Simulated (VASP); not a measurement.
# Ir (Immm) in VASP: a series of runs, part 2 of 2

VASP 6.6.1. The steps go on from the part before.

### 5 Single point, PBE (strain +0.0100 x Voigt [0, 0, 0, 0, 0, 1])

INCAR reads:

```
PREC = Accurate
ENCUT = 520
EDIFF = 1E-7
ISMEAR = 0
SIGMA = 0.15
LREAL = False
LASPH = True
NELM = 100
ALGO = Fast
ISIF = 2
LWAVE = False
LCHARG = True
GGA = PE
LELF = True
LVHAR = True
NBANDS = 10
```

KPOINTS reads:

```
regular mesh
0
Gamma
  26 26 26
```

POSCAR reads:

```
Ir
1.0
    0.0096766425      1.9353284930      1.9353284930
    1.9353284930      0.0096766425      1.9353284930
    1.9450051355      1.9450051355      0.0000000000
Ir
1
Direct
    0.0000000000      0.0000000000      0.0000000000
```

Potentials or basis: VASP PAW PBE potentials, release 64 (Ir).

On the command line:

```
cat potpaw_PBE.64/Ir/POTCAR > POTCAR
mpirun -np 1 vasp_std > vasp.out
```

OUTCAR:

```text
PREC = Accurate
   ENCUT = 520
   EDIFF = 1E-7
   ISMEAR = 0
   LREAL = False
   LASPH = True
   NELM = 100
   ISIF = 2
   GGA = PE

 ion  position               nearest neighbor table
   1  0.000  0.000  0.000-

  LATTYP: Found a body centered orthorhombic cell.
 ALAT       =     2.7232829634
 B/A-ratio  =     1.0100502513
 C/A-ratio  =     1.4213201632

  Lattice vectors:

 A1 = (   1.9353284930,   0.0096766425,  -1.9353284930)
 A2 = (  -1.9353284930,  -0.0096766425,  -1.9353284930)
 A3 = (   0.0096766425,   1.9353284930,   1.9353284930)

Analysis of symmetry for initial positions (statically):
=====================================================================
 Subroutine PRICEL returns:
 Original cell was already a primitive cell.

 Routine SETGRP: Setting up the symmetry group for a
 body centered orthorhombic supercell.

 Subroutine GETGRP returns: Found  8 space group operations
 (whereof  8 operations were pure point group operations)
 out of a pool of  8 trial point group operations.

[... 165 lines left out ...]
 fundamental gap:      0.0014902972
 Fermi energy:         9.9653433355

 k-point     1 :       0.0000    0.0000    0.0000
  band No.  band energies     occupation
      1      -0.8708      2.00000
      2       6.1690      2.00000
      3       6.2400      2.00000
      4       6.3191      2.00000
      5       8.8303      2.00000
      6       8.8310      2.00000
      7      24.3573      0.00000
      8      29.6399      0.00000
      9      29.8012      0.00000
     10      29.9614      0.00000
[... 287 lines left out ...]
 k-point    24 :       0.3846    0.0385    0.0000
  band No.  band energies     occupation
      1       2.1736      2.00000
      2       6.3365      2.00000
      3       6.3373      2.00000
      4       7.2177      2.00000
      5      10.1250      0.13222
      6      10.3056      0.00133
      7      19.8872      0.00000
      8      24.8826      0.00000
      9      30.5157      0.00000
     10      31.5437      0.00000

 [... further k-points ...]

------------------------ aborting loop because EDIFF is reached ----------------------------------------

  FORCE on cell =-STRESS in cart. coord.  units (eV):
  Direction    XX          YY          ZZ          XY          YZ          ZX
  --------------------------------------------------------------------------------------
  -------------------------------------------------------------------------------------
  Total        0.0485029      0.0485029      0.0419382     -0.2340396      0.0000000      0.0000000
  in kB        5.3603767      5.3603767      4.6348646    -25.8652515      0.0000000      0.0000000
  external PRESSURE =       5.1185394 kB  Pullay stress =       0.0000000 kB

 VOLUME and BASIS-vectors are now :
 -----------------------------------------------------------------------------
  energy-cutoff  :      520.00
  volume of cell :       14.50
      direct lattice vectors                 reciprocal lattice vectors
     0.009676643  1.935328493  1.935328493    -0.259652335  0.259652335  0.258354074
     1.935328493  0.009676643  1.935328493     0.259652335 -0.259652335  0.258354074
     1.945005135  1.945005135  0.000000000     0.257068730  0.257068730 -0.258354074

 POSITION                                       TOTAL-FORCE (eV/Angst)
 -----------------------------------------------------------------------------------
      0.00000      0.00000      0.00000         0.000000     -0.000000      0.000000
 -----------------------------------------------------------------------------------
    total drift:                                0.000000     -0.000000     -0.000000

  FREE ENERGIE OF THE ION-ELECTRON SYSTEM (eV)
  ---------------------------------------------------
  free  energy   TOTEN  =        -8.8551798947 eV

  energy  without entropy=       -8.8454459433  energy(sigma->0) =       -8.85031292
```

OSZICAR:

```text
N       E                     dE             d eps       ncg     rms          rms(c)
DAV:   1     0.478024039116E+02    0.47802E+02   -0.43646E+03 50046   0.816E+02
DAV:   2    -0.850182982518E+01   -0.56304E+02   -0.53319E+02 50472   0.195E+02
DAV:   3    -0.941269854265E+01   -0.91087E+00   -0.90761E+00 57936   0.302E+01
DAV:   4    -0.942101080280E+01   -0.83123E-02   -0.83107E-02 55762   0.267E+00
DAV:   5    -0.942117856684E+01   -0.16776E-03   -0.16776E-03 56278   0.366E-01    0.143E+01
RMM:   6    -0.894171147461E+01    0.47947E+00   -0.40998E-01 51178   0.799E+00    0.562E+00
RMM:   7    -0.885921917189E+01    0.82492E-01   -0.17313E-01 52655   0.384E+00    0.155E+00
RMM:   8    -0.885883421766E+01    0.38495E-03   -0.18779E-02 60589   0.167E+00    0.125E+00
RMM:   9    -0.885672390241E+01    0.21103E-02   -0.37661E-03 62295   0.515E-01    0.566E-01
RMM:  10    -0.885512698107E+01    0.15969E-02   -0.32017E-03 52418   0.817E-01    0.164E-01
RMM:  11    -0.885519011427E+01   -0.63133E-04   -0.24269E-04 61790   0.146E-01    0.136E-01
RMM:  12    -0.885520227462E+01   -0.12160E-04   -0.49299E-05 61618   0.530E-02    0.160E-01
RMM:  13    -0.885517932695E+01    0.22948E-04   -0.73250E-05 56594   0.935E-02    0.168E-02
RMM:  14    -0.885518042104E+01   -0.10941E-05   -0.11716E-05 59873   0.323E-02    0.502E-03
RMM:  15    -0.885517994517E+01    0.47587E-06   -0.15612E-06 66433   0.104E-02    0.112E-02
RMM:  16    -0.885517989468E+01    0.50493E-07   -0.15341E-07 38383   0.437E-03
   1 F= -.88551799E+01 E0= -.88503129E+01  d E =-.973395E-02
```

Wall time 2.4 min (1 thread of Intel Xeon 6975P-C (Granite Rapids), shared host); peak memory 0.46 GiB.

Results:

* Free energy: -8.8552 eV
* Pressure: 0.5 GPa
* Band gap on the k mesh: zero (an odd number of electrons rules out a gap without spin polarisation)

Levels at points of the mesh, in eV from the Fermi level:
| k point | band 1 | band 2 | band 3 | band 4 | band 5 | band 6 | band 7 | band 8 |
| --- | --- | --- | --- | --- | --- | --- | --- | --- |
| (0.00, 0.00, 0.00) | -10.84 | -3.80 | -3.73 | -3.65 | -1.14 | -1.13 | 14.39 | 19.67 |
| (0.50, 0.00, 0.00) | -7.81 | -3.89 | -3.77 | -0.63 | 0.85 | 0.93 | 7.12 | 13.89 |
| (0.50, 0.50, 0.00) | -7.61 | -7.06 | 0.84 | 1.43 | 1.43 | 1.73 | 10.20 | 11.43 |
| (0.00, 0.00, 0.50) | -7.84 | -3.87 | -3.74 | -0.72 | 0.82 | 0.90 | 6.96 | 13.97 |
| (0.50, 0.00, 0.50) | -7.61 | -7.05 | 0.84 | 1.43 | 1.43 | 1.73 | 10.20 | 11.61 |

Caveat: the cell differs from its parent crystal (strain +0.0100 x Voigt [0, 0, 0, 0, 0, 1]); spin-orbit coupling is left out, which moves the levels of the heavy elements.

### 6 Single point, PBE (strain +0.0350 x Voigt [0, 0, 0, 0, 0, 1])

INCAR reads:

```
SYSTEM = Ir
ALGO = Fast
EDIFF = 1E-6
ENCUT = 520
GGA = PE
ISIF = 2
ISMEAR = 0
LASPH = .True.
LCHARG = .False.
LREAL = .False.
LWAVE = .False.
NBANDS = 10
NELM = 60
PREC = Accurate
SIGMA = 0.15
```

KPOINTS reads:

```
k-points
0
Gamma
  26 26 26
  0 0 0
```

POSCAR reads:

```
Ir
1.0
    0.0338682486      1.9353284930      1.9353284930
    1.9353284930      0.0338682486      1.9353284930
    1.9691967416      1.9691967416      0.0000000000
Ir
1
Direct
    0.0000000000      0.0000000000      0.0000000000
```

Potentials or basis: VASP PAW PBE potentials, release 64 (Ir).

On the command line:

```
cat potpaw_PBE.64/Ir/POTCAR > POTCAR
mpirun -np 1 vasp_std > vasp.out
```

OUTCAR:

```text
SYSTEM = Ir
   EDIFF = 1E-6
   ENCUT = 520
   GGA = PE
   ISIF = 2
   ISMEAR = 0
   LASPH = .True.
   LREAL = .False.
   NELM = 60
   PREC = Accurate

 ion  position               nearest neighbor table
   1  0.000  0.000  0.000-

  LATTYP: Found a body centered orthorhombic cell.
 ALAT       =     2.6890708659
 B/A-ratio  =     1.0356234096
 C/A-ratio  =     1.4394031169

  Lattice vectors:

 A1 = (   1.9353284930,   0.0338682486,  -1.9353284930)
 A2 = (  -1.9353284930,  -0.0338682486,  -1.9353284930)
 A3 = (   0.0338682486,   1.9353284930,   1.9353284930)

Analysis of symmetry for initial positions (statically):
=====================================================================
 Subroutine PRICEL returns:
 Original cell was already a primitive cell.

 Routine SETGRP: Setting up the symmetry group for a
 body centered orthorhombic supercell.

 Subroutine GETGRP returns: Found  8 space group operations
 (whereof  8 operations were pure point group operations)
 out of a pool of  8 trial point group operations.

The static configuration has the point symmetry D_2h.

Analysis of symmetry for dynamics (positions and initial velocities):
=====================================================================
 Subroutine PRICEL returns:
 Original cell was already a primitive cell.

 Routine SETGRP: Setting up the symmetry group for a
 body centered orthorhombic supercell.

 Subroutine GETGRP returns: Found  8 space group operations
 (whereof  8 operations were pure point group operations)
 out of a pool of  8 trial point group operations.

The dynamic configuration has the point symmetry D_2h.

 Subroutine INISYM returns: Found  8 space group operations
 (whereof  8 operations are pure point group operations),
 and found     1 'primitive' translations

[... 114 lines left out ...]
  Fermi-wavevector in a.u.,A,eV,Ry     =   1.396696  2.639373 26.541709  1.950761
  Thomas-Fermi vector in A             =   2.520025
   LORBIT       =      0    0 simple, 1 ext, 2 COOP (PROOUT), +10 PAW based schemes
   GGA     = PE    functional components
   LHFCALC =     F    Hartree Fock is set to
   AEXX    =    0.0000 exact exchange contribution
   IVDW    =     0    specifies the selected vdW correction
   LEPSILON=     F    determine dielectric tensor
   LRPA    =     F    only Hartree local field effects (RPA)
 non-spin polarized calculation
 RMM-DIIS sequential band-by-band and
 Gauss-broadening in eV      SIGMA  =   0.15
  energy-cutoff  :      520.00
  volume of cell :       14.49
 maximum number of plane-waves:       401
   NGX = 11   NGY = 11   NGZ = 11

 number of electron       9.0000001 magnetization

 Free energy of the ion-electron system (eV)
  ---------------------------------------------------
  ext. energy  EPLUGINS =         0.00000000
  ---------------------------------------------------
  free energy    TOTEN  =        -8.84198217 eV

  energy without entropy =       -8.83219344  energy(sigma->0) =       -8.83708781

 E-fermi :   9.9667     XC(G=0): -13.8435

 val. band max:        9.9649221925   @ k =   0.3077  -0.0000   0.1923
 cond. band min:       9.9697109425   @ k =  -0.2692   0.1154   0.2692
 fundamental gap:      0.0047887500
 Fermi energy:         9.9667318267

 k-point     1 :       0.0000    0.0000    0.0000
  band No.  band energies     occupation
      1      -0.8687      2.00000
      2       5.9907      2.00000
      3       6.2055      2.00000
      4       6.5166      2.00000
      5       8.8482      2.00000
      6       8.8565      2.00000
      7      24.3483      0.00000
      8      29.2576      0.00000
      9      29.8266      0.00000
     10      30.3838      0.00000
[... 287 lines left out ...]
 k-point    24 :       0.3846    0.0385    0.0000
  band No.  band energies     occupation
      1       2.2197      2.00000
      2       6.1747      2.00000
      3       6.4685      2.00000
      4       7.3085      2.00000
      5      10.1786      0.04574
      6      10.2383      0.01044
      7      20.1040      0.00000
      8      24.8635      0.00000
      9      30.1686      0.00000
     10      31.6661      0.00000

 [... further k-points ...]

------------------------ aborting loop because EDIFF is reached ----------------------------------------

  FORCE on cell =-STRESS in cart. coord.  units (eV):
  Direction    XX          YY          ZZ          XY          YZ          ZX
  --------------------------------------------------------------------------------------
  -------------------------------------------------------------------------------------
  Total        0.1175051      0.1175051      0.0367464     -0.8203502      0.0000000      0.0000000
  in kB       12.9899092     12.9899092      4.0622322    -90.6877929      0.0000000      0.0000000
  external PRESSURE =      10.0140169 kB  Pullay stress =       0.0000000 kB

 VOLUME and BASIS-vectors are now :
 -----------------------------------------------------------------------------
  energy-cutoff  :      520.00
  volume of cell :       14.49
      direct lattice vectors                 reciprocal lattice vectors
     0.033868249  1.935328493  1.935328493    -0.262955800  0.262955800  0.258354074
     1.935328493  0.033868249  1.935328493     0.262955800 -0.262955800  0.258354074
     1.969196742  1.969196742  0.000000000     0.253910637  0.253910637 -0.258354074

 POSITION                                       TOTAL-FORCE (eV/Angst)
 -----------------------------------------------------------------------------------
      0.00000      0.00000      0.00000         0.000000     -0.000000     -0.000000
 -----------------------------------------------------------------------------------
    total drift:                                0.000000     -0.000000      0.000000

  FREE ENERGIE OF THE ION-ELECTRON SYSTEM (eV)
  ---------------------------------------------------
  free  energy   TOTEN  =        -8.8419821715 eV

  energy  without entropy=       -8.8321934425  energy(sigma->0) =       -8.83708781
```

OSZICAR:

```text
N       E                     dE             d eps       ncg     rms          rms(c)
DAV:   1     0.481688485539E+02    0.48169E+02   -0.43677E+03 49944   0.818E+02
DAV:   2    -0.848672187938E+01   -0.56656E+02   -0.53744E+02 50552   0.196E+02
DAV:   3    -0.939773673329E+01   -0.91101E+00   -0.90787E+00 57634   0.303E+01
DAV:   4    -0.940603108474E+01   -0.82944E-02   -0.82928E-02 55726   0.268E+00
DAV:   5    -0.940619968702E+01   -0.16860E-03   -0.16860E-03 56312   0.368E-01    0.143E+01
RMM:   6    -0.892840064635E+01    0.47780E+00   -0.40765E-01 51177   0.797E+00    0.565E+00
RMM:   7    -0.884602881951E+01    0.82372E-01   -0.17234E-01 52698   0.383E+00    0.155E+00
RMM:   8    -0.884559328440E+01    0.43554E-03   -0.18711E-02 60668   0.167E+00    0.125E+00
RMM:   9    -0.884348721300E+01    0.21061E-02   -0.37180E-03 62461   0.511E-01    0.561E-01
RMM:  10    -0.884193069905E+01    0.15565E-02   -0.31442E-03 52508   0.809E-01    0.157E-01
RMM:  11    -0.884199230081E+01   -0.61602E-04   -0.24076E-04 61800   0.146E-01    0.132E-01
RMM:  12    -0.884200364886E+01   -0.11348E-04   -0.49974E-05 62430   0.527E-02    0.152E-01
RMM:  13    -0.884198132087E+01    0.22328E-04   -0.75361E-05 57232   0.947E-02    0.854E-03
RMM:  14    -0.884198265772E+01   -0.13369E-05   -0.10771E-05 60267   0.319E-02    0.810E-03
RMM:  15    -0.884198217148E+01    0.48625E-06   -0.11690E-06 38951   0.924E-03
   1 F= -.88419822E+01 E0= -.88370878E+01  d E =-.978873E-02
```

stdout:

```text
POSCAR found type information on POSCAR Ir
 POSCAR found :  1 types and       1 ions
 scaLAPACK will be used
 LDA part: xc-table for (Slater+PW92), standard interpolation
 POSCAR, INCAR and KPOINTS ok, starting setup
 FFT: planning ... GRIDC
 FFT: planning ... GRID_SOFT
 FFT: planning ... GRID
 WAVECAR not read
 entering main loop
```

It took 2.5 min on 1 thread of Intel Xeon 6975P-C (Granite Rapids), shared host; peak memory 0.47 GiB.

Results:

```
Free energy            : -8.8420 eV
Pressure               : 1.0 GPa
Band gap on the k mesh : zero (an odd number of electrons rules out a gap without spin polarisation)
```

Caveat: the cell differs from its parent crystal (strain +0.0350 x Voigt [0, 0, 0, 0, 0, 1]); spin-orbit coupling is left out, which moves the levels of the heavy elements.

### 7 Summary

| cell | further INCAR settings | gap on the mesh (eV) | pressure (GPa) |
| --- | --- | --- | --- |
| a = 2.737, b = 2.737, c = 2.682 Å, angles 60.7, 60.7, 61.3°, 1 atom | ALGO = Fast; EDIFF = 1e-06; NBANDS = 10 | none | 1.2 |
| a = 2.737, b = 2.737, c = 2.778 Å, angles 59.5, 59.5, 59.0°, 1 atom | ALGO = Fast; EDIFF = 1e-07; NBANDS = 10 | none | 0.9 |
| a = 2.737, b = 2.737, c = 2.710 Å, angles 60.3, 60.3, 60.7°, 1 atom | ALGO = Fast; EDIFF = 1e-06; NBANDS = 10 | none | 0.6 |
| a = 2.737, b = 2.737, c = 2.751 Å, angles 59.8, 59.8, 59.7°, 1 atom | ALGO = Fast; EDIFF = 1e-07; NBANDS = 10 | none | 0.5 |
| a = 2.737, b = 2.737, c = 2.785 Å, angles 59.4, 59.4, 58.8°, 1 atom | ALGO = Fast; EDIFF = 1e-06; NBANDS = 10 | none | 1.0 |

Alike in all rows: task single point; level PBE; potentials or basis VASP PAW PBE potentials, release 64 (Ir); no spin polarisation; k mesh 26 × 26 × 26; cutoff (eV) 520; smearing gaussian 0.15 eV.

Caveats: spin-orbit coupling is left out, which moves the levels of the heavy elements.

Absolute energies hang on the potentials; compare differences alone.
